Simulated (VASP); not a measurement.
# ZnSe (I-4m2) in VASP: a series of runs

The runs below take ZnSe through electric field gradients, with LDA.

Everything below comes from runs of VASP 6.6.1. Logs are shortened: lines on timing, memory, paths and dates and some standing lists are left out, and cuts for length are marked.

## Step 1: The cell of the first run

The structure is tetragonal, space group I-4m2 (No. 119). Conventional cell: a = 4.008 Å, b = 4.008 Å, c = 5.724 Å, α = 90.00°, β = 90.00°, γ = 90.00°. Zn (site symmetry -4m2) has 4 Se at 2.46 Å within 3.3 Å. Se (site symmetry -4m2) has 4 Zn at 2.46 Å within 3.3 Å.

## Step 2: Electric field gradients, LDA (zz strain of +1 %)

The input, INCAR:

```
ALGO     = Normal         # electronic algorithm
EDIFF    = 1E-8           # SCF threshold, eV
ENCUT    = 520            # plane-wave cutoff, eV
ISIF     = 2              # what is computed and relaxed
ISMEAR   = -1             # smearing method
LASPH    = T              # aspherical terms in the spheres
LCHARG   = F              # write CHGCAR
LEFG     = T            
LREAL    = F              # projectors in reciprocal space
LWAVE    = F              # write WAVECAR
NBANDS   = 16             # bands
NELM     = 60             # most SCF steps
PREC     = Accurate       # precision mode
SIGMA    = 0.03           # smearing width, eV
```

The input, KPOINTS:

```
k-points
0
Gamma
  8 8 8
```

The input, POSCAR:

```
ZnSe
1.0
    0.0000000000      2.8338000000      2.8621380000
    2.8338000000      0.0000000000      2.8621380000
    2.8338000000      2.8338000000      0.0000000000
Zn Se
1 1
Direct
    0.0000000000      0.0000000000      0.0000000000
    0.7500000000      0.7500000000      0.7500000000
```

Potentials or basis: VASP PAW LDA potentials, release 64 (Zn, Se).

Run with:

```console
$ cat potpaw_LDA.64/Zn/POTCAR potpaw_LDA.64/Se/POTCAR > POTCAR
$ mpirun -np 1 vasp_std > vasp.out
```

OUTCAR:

```text
EDIFF = 1E-8
   ENCUT = 520
   ISIF = 2
   ISMEAR = -1
   LASPH = T
   LREAL = F
   NELM = 60
   PREC = Accurate

 ion  position               nearest neighbor table
   1  0.000  0.000  0.000-   2 2.46   2 2.46   2 2.46   2 2.46
   2  0.750  0.750  0.750-   1 2.46   1 2.46   1 2.46   1 2.46

  LATTYP: Found a body centered tetragonal cell.
 ALAT       =     4.0075983931
 C/A-ratio  =     1.4283556980

  Lattice vectors:

 A1 = (  -2.8338000000,   0.0000000000,   2.8621380000)
 A2 = (   2.8338000000,   0.0000000000,   2.8621380000)
 A3 = (   0.0000000000,   2.8338000000,  -2.8621380000)

Analysis of symmetry for initial positions (statically):
=====================================================================
 Subroutine PRICEL returns:
 Original cell was already a primitive cell.

 Routine SETGRP: Setting up the symmetry group for a
 body centered tetragonal supercell.

 Subroutine GETGRP returns: Found  8 space group operations
 (whereof  8 operations were pure point group operations)
 out of a pool of 16 trial point group operations.

The static configuration has the point symmetry D_2d.

Analysis of symmetry for dynamics (positions and initial velocities):
=====================================================================
 Subroutine PRICEL returns:
 Original cell was already a primitive cell.

 Routine SETGRP: Setting up the symmetry group for a
 body centered tetragonal supercell.

 Subroutine GETGRP returns: Found  8 space group operations
 (whereof  8 operations were pure point group operations)
 out of a pool of 16 trial point group operations.

The dynamic configuration has the point symmetry D_2d.

 Subroutine INISYM returns: Found  8 space group operations
 (whereof  8 operations are pure point group operations),
 and found     1 'primitive' translations

----------------------------------------------------------------------------------------

                                     Primitive cell

  volume of cell :      45.9684

  direct lattice vectors                    reciprocal lattice vectors
     0.000000000  2.833800000  2.862138000    -0.176441527  0.176441527  0.174694581
     2.833800000  0.000000000  2.862138000     0.176441527 -0.176441527  0.174694581
     2.833800000  2.833800000  0.000000000     0.176441527  0.176441527 -0.174694581

  length of vectors
     4.027686230  4.027686230  4.007598393     0.304600430  0.304600430  0.304600430

  position of ions in fractional coordinates (direct lattice)
     0.000000000  0.000000000  0.000000000
     0.750000000  0.750000000  0.750000000

  ion indices of the primitive-cell ions
   primitive index   ion index
                 1           1
                 2           2

----------------------------------------------------------------------------------------

 KPOINTS: k-points

Automatic generation of k-mesh.
 Grid dimensions read from file:
 generate k-points for:    8    8    8

 Generating k-lattice:

  Cartesian coordinates                     Fractional coordinates (reciprocal lattice)
    -0.022055191  0.022055191  0.021836823     0.125000000  0.000000000  0.000000000
     0.022055191 -0.022055191  0.021836823     0.000000000  0.125000000  0.000000000
     0.022055191  0.022055191 -0.021836823     0.000000000  0.000000000  0.125000000

  Length of vectors
     0.038075054  0.038075054  0.038075054

  Shift w.r.t. Gamma in fractional coordinates (k-lattice)
     0.000000000  0.000000000  0.000000000

 Subroutine IBZKPT returns following result:
 ===========================================

 Found     59 irreducible k-points:

 Following reciprocal coordinates:
            Coordinates               Weight
  0.000000  0.000000  0.000000      1.000000
  0.125000 -0.000000  0.000000      8.000000
  0.250000 -0.000000  0.000000      8.000000
  0.375000  0.000000  0.000000      8.000000
  0.500000 -0.000000  0.000000      4.000000
  0.125000  0.125000  0.000000      2.000000
[... 16 lines left out ...]
  0.250000 -0.000000  0.125000     16.000000
  0.375000  0.000000  0.125000     16.000000
 [... further k-points ...]
   k-points           NKPTS =     59   k-points in BZ     NKDIM =     59   number of bands    NBANDS=     16
   number of dos      NEDOS =    301   number of ions     NIONS =      2
   total plane-waves  NPLWV =  27000
   dimension x,y,z NGX =    30 NGY =   30 NGZ =   30
   dimension x,y,z NGXF=    60 NGYF=   60 NGZF=   60
   ions per type =               1   1
   NGX,Y,Z   is equivalent  to a cutoff of  12.38, 12.38, 12.44 a.u.
   NGXF,Y,Z  is equivalent  to a cutoff of  24.77, 24.77, 24.89 a.u.
 SYSTEM =  unknown system
   PREC   = accura    normal or accurate (medium, high low for compatibility)
   ISTART =      0    job   : 0-new  1-cont  2-samecut
   ICHARG =      2    charge: 1-file 2-atom 10-const
   ISPIN  =      1    spin polarized calculation?
   LNONCOLLINEAR =      F non collinear calculations
   LSORBIT =      F    spin-orbit coupling
   LASPH  =      T    aspherical Exc in radial PAW
   ENCUT  =  520.0 eV  38.22 Ry    6.18 a.u.   7.49  7.49  7.45*2*pi/ulx,y,z
   NELM   =     60;   NELMIN=  2; NELMDL= -5     # of ELM steps
   EDIFF  = 0.1E-07   stopping-criterion for ELM
   LREAL  =      F    real-space projection
   EDIFFG = 0.1E-06   stopping-criterion for IOM
   NSW    =      0    number of steps for IOM
   IBRION =     -1    ionic relax: 0-MD 1-quasi-New 2-CG
   NFREE  =      0    steps in history (QN), initial steepest desc. (CG)
   ISIF   =      2    stress and relaxation
   ISYM   =      2    0-nonsym 1-usesym 2-fastsym
   POTIM  = 0.5000    time-step for ionic-motion
   TEBEG  =    0.0;   TEEND  =   0.0 temperature during run
   PSTRESS=    0.0 pullay stress
   NELECT =      18.0000    total number of electrons
   NUPDOWN=      -1.0000    fix difference up-down
   EMIN   =  10.00;   EMAX   =-10.00  energy-range for DOS
   EFERMI =   0.00;   METHOD = LEGACY
   ISMEAR =    -1;   SIGMA  =   0.03  broadening in eV -4-tet -1-fermi 0-gaus
   EFERMI_NEDOS =   21; number of points for ismear=-14 and -15
   IALGO  =     38    algorithm
   IMIX   =      4    mixing-type and parameters
     AMIX     =   0.40;   BMIX     =  1.00
     AMIX_MAG =   1.60;   BMIX_MAG =  1.00
  volume/ion in A,a.u.               =      22.98       155.10
  Fermi-wavevector in a.u.,A,eV,Ry     =   1.197694  2.263314 19.517174  1.434472
  Thomas-Fermi vector in A             =   2.333603
   LORBIT       =      0    0 simple, 1 ext, 2 COOP (PROOUT), +10 PAW based schemes
   GGA     = CA    functional components
   LHFCALC =     F    Hartree Fock is set to
   AEXX    =    0.0000 exact exchange contribution
   IVDW    =     0    specifies the selected vdW correction
   LEPSILON=     F    determine dielectric tensor
   LRPA    =     F    only Hartree local field effects (RPA)
 non-spin polarized calculation
  energy-cutoff  :      520.00
  volume of cell :       45.97
 maximum number of plane-waves:      1263
 NGX is ok and might be reduce to    30
   NGX = 15   NGY = 15   NGZ = 15

 number of electron      18.0000014 magnetization

 Free energy of the ion-electron system (eV)
  ---------------------------------------------------
  ext. energy  EPLUGINS =         0.00000000
  ---------------------------------------------------
  free energy    TOTEN  =        -7.34048508 eV

  energy without entropy =       -7.34048508  energy(sigma->0) =       -7.34048508

 E-fermi :   1.9503     XC(G=0):  -9.6549

 val. band max:        1.4330612895   @ k =   0.0000   0.0000   0.0000
 cond. band min:       2.4488037061   @ k =   0.0000   0.0000   0.0000
 fundamental gap:      1.0157424166
 Fermi energy:         1.9502684585

 k-point     1 :       0.0000    0.0000    0.0000
  band No.  band energies     occupation
      1     -11.8058      2.00000
      2      -5.2230      2.00000
      3      -5.2187      2.00000
      4      -5.2187      2.00000
      5      -4.8707      2.00000
      6      -4.8689      2.00000
[... 8 lines left out ...]
     15      12.7803      0.00000
     16      12.9636      0.00000

 k-point     2 :       0.1250   -0.0000    0.0000
  band No.  band energies     occupation
      1     -11.7064      2.00000
      2      -5.2130      2.00000
      3      -5.2059      2.00000
      4      -5.2034      2.00000
      5      -4.8718      2.00000
      6      -4.8705      2.00000
[... 8 lines left out ...]
     15      11.9871      0.00000
     16      12.1040      0.00000
[... 387 lines left out ...]
      5      -4.8854      2.00000
      6      -4.8570      2.00000
[... 8 lines left out ...]
     15      12.8820      0.00000
     16      13.2842      0.00000

 k-point    24 :       0.3750    0.0000    0.1250
  band No.  band energies     occupation
      1     -11.1834      2.00000
      2      -5.1555      2.00000
      3      -5.1260      2.00000
      4      -5.0442      2.00000
      5      -4.8654      2.00000
      6      -4.8494      2.00000
[... 8 lines left out ...]
     15      12.9731      0.00000
     16      13.6535      0.00000

 [... further k-points ...]
[... 5 lines left out ...]
  --------------------------------------------------------------------------------------
  -------------------------------------------------------------------------------------
  Total       -1.0077085     -1.0077085     -1.1232465      0.0000000     -0.0000000      0.0000000
  in kB      -35.1225922    -35.1225922    -39.1495447      0.0000000     -0.0000000      0.0000000
  external PRESSURE =     -36.4649097 kB  Pullay stress =       0.0000000 kB

 VOLUME and BASIS-vectors are now :
 -----------------------------------------------------------------------------
  energy-cutoff  :      520.00
  volume of cell :       45.97
      direct lattice vectors                 reciprocal lattice vectors
     0.000000000  2.833800000  2.862138000    -0.176441527  0.176441527  0.174694581
     2.833800000  0.000000000  2.862138000     0.176441527 -0.176441527  0.174694581
     2.833800000  2.833800000  0.000000000     0.176441527  0.176441527 -0.174694581

 POSITION                                       TOTAL-FORCE (eV/Angst)
 -----------------------------------------------------------------------------------
      0.00000      0.00000      0.00000         0.000000      0.000000      0.000000
      4.25070      4.25070      4.29321        -0.000000     -0.000000      0.000000
 -----------------------------------------------------------------------------------
    total drift:                                0.000000      0.000000      0.000002

  FREE ENERGIE OF THE ION-ELECTRON SYSTEM (eV)
  ---------------------------------------------------
  free  energy   TOTEN  =        -7.3404850783 eV

  energy  without entropy=       -7.3404850780  energy(sigma->0) =       -7.34048508

 Electric field gradients (V/A^2)
---------------------------------------------------------------------
 ion       V_xx      V_yy      V_zz      V_xy      V_xz      V_yz
---------------------------------------------------------------------
   1       0.820     0.820    -1.640     0.001     0.001     0.001
   2      -2.113    -2.113     4.227    -0.000    -0.000    -0.000
---------------------------------------------------------------------

 Electric field gradients after diagonalization (V/A^2)
 (convention: |V_zz| > |V_xx| > |V_yy|)
----------------------------------------------------------------------
 ion       V_xx      V_yy      V_zz     asymmetry (V_yy - V_xx)/ V_zz
----------------------------------------------------------------------
   1       0.822     0.819    -1.640       0.002
   2      -2.113    -2.113     4.227       0.000
----------------------------------------------------------------------

           NMR quadrupolar parameters

 Cq : quadrupolar parameter    Cq=e*Q*V_zz/h
 eta: asymmetry parameters     (V_yy - V_xx)/ V_zz
 Q  : nuclear electric quadrupole moment in mb (millibarn)
----------------------------------------------------------------------
 ion       Cq(MHz)       eta       Q (mb)
----------------------------------------------------------------------
   1      -0.004       0.002       1.000
   2       0.010       0.000       1.000
----------------------------------------------------------------------
```

It took 22 s on 1 thread of AMD EPYC 9R45 (Zen 5), shared host; peak memory 0.14 GiB.

Results:

```yaml
Free_energy: -7.3405 eV
Pressure: -3.6 GPa
Band_gap_on_the_k_mesh: 1.02 eV, direct
```

Electric field gradients, principal values (V/Å²):
```tsv
atom	least	middle	greatest (by size)
1 Zn	0.819	0.822	-1.640
2 Se	-2.113	-2.113	4.227
```

Caveat: the cell differs from its parent crystal (zz strain of +1 %); without QUAD_EFG the Cq values of the log hold for a quadrupole moment of 1 mb, not for the nuclei.

## Step 3: Electric field gradients, LDA (equal xx and yy strain of +1 %)

The input, INCAR:

```
PREC     = Accurate       # precision mode
ENCUT    = 520            # plane-wave cutoff, eV
EDIFF    = 1E-8           # SCF threshold, eV
ISMEAR   = -1             # smearing method
SIGMA    = 0.03           # smearing width, eV
LREAL    = False          # projectors in reciprocal space
LASPH    = True           # aspherical terms in the spheres
NELM     = 60             # most SCF steps
ALGO     = Normal         # electronic algorithm
ISIF     = 2              # what is computed and relaxed
LWAVE    = False          # write WAVECAR
LCHARG   = False          # write CHGCAR
LEFG     = True         
NBANDS   = 16             # bands
```

The input, KPOINTS:

```
regular mesh
0
Gamma
  8 8 8
```

The input, POSCAR:

```
ZnSe
1.0
    0.0000000000      2.8621380000      2.8338000000
    2.8621380000      0.0000000000      2.8338000000
    2.8621380000      2.8621380000      0.0000000000
Zn Se
1 1
Direct
    0.0000000000      0.0000000000      0.0000000000
    0.7500000000      0.7500000000      0.7500000000
```

Potentials or basis: VASP PAW LDA potentials, release 64 (Zn, Se).

Run with:

```console
$ cat potpaw_LDA.64/Zn/POTCAR potpaw_LDA.64/Se/POTCAR > POTCAR
$ mpirun -np 1 vasp_std > vasp.out
```

OUTCAR:

```text
PREC = Accurate
   ENCUT = 520
   EDIFF = 1E-8
   ISMEAR = -1
   LREAL = False
   LASPH = True
   NELM = 60
   ISIF = 2

 ion  position               nearest neighbor table
   1  0.000  0.000  0.000-   2 2.47   2 2.47   2 2.47   2 2.47
   2  0.750  0.750  0.750-   1 2.47   1 2.47   1 2.47   1 2.47

  LATTYP: Found a body centered tetragonal cell.
 ALAT       =     4.0476743770
 C/A-ratio  =     1.4002114479

  Lattice vectors:

 A1 = (   0.0000000000,  -2.8621380000,  -2.8338000000)
 A2 = (   0.0000000000,   2.8621380000,  -2.8338000000)
 A3 = (   2.8621380000,   0.0000000000,   2.8338000000)

[... 667 lines left out ...]
  free  energy   TOTEN  =        -7.3292775127 eV

  energy  without entropy=       -7.3292775121  energy(sigma->0) =       -7.32927751

 Electric field gradients (V/A^2)
---------------------------------------------------------------------
 ion       V_xx      V_yy      V_zz      V_xy      V_xz      V_yz
---------------------------------------------------------------------
   1      -0.817    -0.817     1.635    -0.000     0.000     0.000
   2       2.059     2.059    -4.117    -0.000    -0.000    -0.000
---------------------------------------------------------------------

 Electric field gradients after diagonalization (V/A^2)
 (convention: |V_zz| > |V_xx| > |V_yy|)
----------------------------------------------------------------------
 ion       V_xx      V_yy      V_zz     asymmetry (V_yy - V_xx)/ V_zz
----------------------------------------------------------------------
   1      -0.818    -0.817     1.635       0.000
   2       2.059     2.059    -4.117       0.000
----------------------------------------------------------------------

           NMR quadrupolar parameters

 Cq : quadrupolar parameter    Cq=e*Q*V_zz/h
 eta: asymmetry parameters     (V_yy - V_xx)/ V_zz
 Q  : nuclear electric quadrupole moment in mb (millibarn)
----------------------------------------------------------------------
 ion       Cq(MHz)       eta       Q (mb)
----------------------------------------------------------------------
   1       0.004       0.000       1.000
   2      -0.010       0.000       1.000
----------------------------------------------------------------------
```

OSZICAR:

```text
N       E                     dE             d eps       ncg     rms          rms(c)
DAV:   1     0.862488513464E+02    0.86249E+02   -0.88107E+03  1896   0.129E+03
DAV:   2    -0.206392243016E+01   -0.88313E+02   -0.82693E+02  2192   0.251E+02
DAV:   3    -0.758840158994E+01   -0.55245E+01   -0.55056E+01  2264   0.613E+01
DAV:   4    -0.763511594933E+01   -0.46714E-01   -0.46709E-01  2408   0.610E+00
DAV:   5    -0.763535916031E+01   -0.24321E-03   -0.24321E-03  2352   0.388E-01    0.460E+00
DAV:   6    -0.735850220255E+01    0.27686E+00   -0.54976E-01  2784   0.241E+01    0.353E+00
DAV:   7    -0.733412404679E+01    0.24378E-01   -0.13814E-01  2392   0.355E+00    0.148E+00
DAV:   8    -0.732978895223E+01    0.43351E-02   -0.30571E-03  2800   0.676E-01    0.389E-01
DAV:   9    -0.732926530869E+01    0.52364E-03   -0.86084E-04  2240   0.237E-01    0.587E-02
DAV:  10    -0.732928149216E+01   -0.16183E-04   -0.86553E-05  2336   0.961E-02    0.148E-02
DAV:  11    -0.732927739398E+01    0.40982E-05   -0.10172E-05  2784   0.537E-02    0.347E-03
DAV:  12    -0.732927749719E+01   -0.10321E-06   -0.17743E-06  2256   0.890E-03    0.125E-03
DAV:  13    -0.732927751110E+01   -0.13915E-07   -0.59478E-08  2416   0.291E-03    0.370E-04
DAV:  14    -0.732927751267E+01   -0.15707E-08   -0.26310E-09  1464   0.574E-04
   1 F= -.73292775E+01 E0= -.73292775E+01  d E =-.549291E-09
```

stdout:

```text
POSCAR found type information on POSCAR ZnSe
 POSCAR found :  2 types and       2 ions
 scaLAPACK will be used
 LDA part: xc-table for (Slater(with rela. corr.)+CA(PZ))
 , standard interpolation
 POSCAR, INCAR and KPOINTS ok, starting setup
 FFT: planning ... GRIDC
 FFT: planning ... GRID_SOFT
 FFT: planning ... GRID
 WAVECAR not read
 entering main loop
ion   1

ion   2
```

Wall time 22 s (1 thread of AMD EPYC 9R45 (Zen 5), shared host); peak memory 0.14 GiB.

Results:

```yaml
Free_energy: -7.3293 eV
Pressure: -4.2 GPa
Band_gap_on_the_k_mesh: 0.96 eV, direct
```

Levels at points of the mesh, in eV from the valence-band top:
```tsv
k point	band 7	band 8	band 9	band 10	band 11	band 12
(0.00, 0.00, 0.00)	-0.04	-0.04	0.00	0.96	5.68	5.68
(0.50, 0.00, 0.00)	-5.19	-0.90	-0.84	2.31	6.22	6.30
(0.50, 0.50, 0.00)	-4.73	-2.19	-2.19	2.80	3.24	10.41
(0.50, 0.00, 0.50)	-4.78	-2.15	-2.13	2.84	3.33	10.32
```

Electric field gradients, principal values (V/Å²):
```csv
atom,least,middle,greatest (by size)
1 Zn,-0.817,-0.818,1.635
2 Se,2.059,2.059,-4.117
```

Caveat: the cell differs from its parent crystal (equal xx and yy strain of +1 %); without QUAD_EFG the Cq values of the log hold for a quadrupole moment of 1 mb, not for the nuclei.

(Part 1 of 3 ends here.)
